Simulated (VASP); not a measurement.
Wanted: the native input for a VASP 6.6.1 run.

```yaml
Task: single point
Functional: PBE
Potentials_or_basis: VASP PAW PBE potentials, release 64 (Co_sv, C, Au_sv_GW, N)
Cutoff: 700 eV
k_mesh: 4 × 4 × 4
Occupations: gaussian, width 0.1 eV
Spin: collinear spin, ferromagnetic start
Starting_moments: "[3.0, 0.0, 0.0, 0.0, 0.0, 0.0, 0.0, 0.0, 0.0, 0.0] μB"
Dipole_correction: no
Further_INCAR_settings: ALGO = Normal; EDIFF = 1e-06; NBANDS = 51
```

The structure of CoAuC4N4 lies in POSCAR:

```
CoAuC4N4
1.0
    5.9972057362      0.0000000000      0.0000000000
    0.0000000000      5.9972057362      0.0000000000
    0.0000000000      0.0000000000      5.9972057362
Co C Au N
1 4 1 4
Direct
    0.0000000000      0.0000000000      0.0000000000
    0.1815115156      0.1815115156      0.1815115156
    0.1815115156      0.8184884844      0.8184884844
    0.8184884844      0.1815115156      0.8184884844
    0.8184884844      0.8184884844      0.1815115156
    0.5000000000      0.5000000000      0.5000000000
    0.2943690821      0.2943690821      0.2943690821
    0.2943690821      0.7056309179      0.7056309179
    0.7056309179      0.2943690821      0.7056309179
    0.7056309179      0.7056309179      0.2943690821
```

These files were run (other wordings do the same):

INCAR

```
SYSTEM = CoAuC4N4
PREC = Accurate
ENCUT = 700
EDIFF = 1E-6
ISMEAR = 0
SIGMA = 0.1
LREAL = .False.
LASPH = .True.
NELM = 200
ALGO = Normal
ISIF = 2
LWAVE = .False.
LCHARG = .True.
ISPIN = 2
MAGMOM = 3 0 0 0 0 0 0 0 0 0
LORBIT = 11
LMAXMIX = 4
GGA = PE
LELF = .True.
LVHAR = .True.
NBANDS = 51
GGA_COMPAT = .False.
```

KPOINTS

```
Automatic mesh
0
Gamma
  4 4 4
  0 0 0
```

Potentials or basis: VASP PAW PBE potentials, release 64 (Co_sv, C, Au_sv_GW, N).

Run with:

```sh
$ cat potpaw_PBE.64/Co_sv/POTCAR potpaw_PBE.64/C/POTCAR potpaw_PBE.64/Au_sv_GW/POTCAR potpaw_PBE.64/N/POTCAR > POTCAR
$ mpirun -np 1 vasp_std > vasp.out
```

Results of the run:

```json
{
  "Pressure": "0.4 GPa",
  "Largest force": "0.353 eV/Å",
  "Band gap on the k mesh": "zero (filled and empty bands overlap)",
  "Net moment": "2.00 μB per cell",
  "Site moments": "Co +1.67; C +0.01; Au -0.23; N +0.03 μB",
  "Valence electrons inside the program's atomic spheres": "Co 15.02; C 2.59; Au 17.02; N 3.83"
}
```

Caveat: spin-orbit coupling is left out, which moves the levels of the heavy elements; a cell with one magnetic atom can't hold antiferromagnetic order, which such compounds often take.

Wall time 8.5 min on 1 thread of Intel(R) Xeon(R) Platinum 8488C (Sapphire Rapids), on a shared host, peak memory 0.68 GiB.
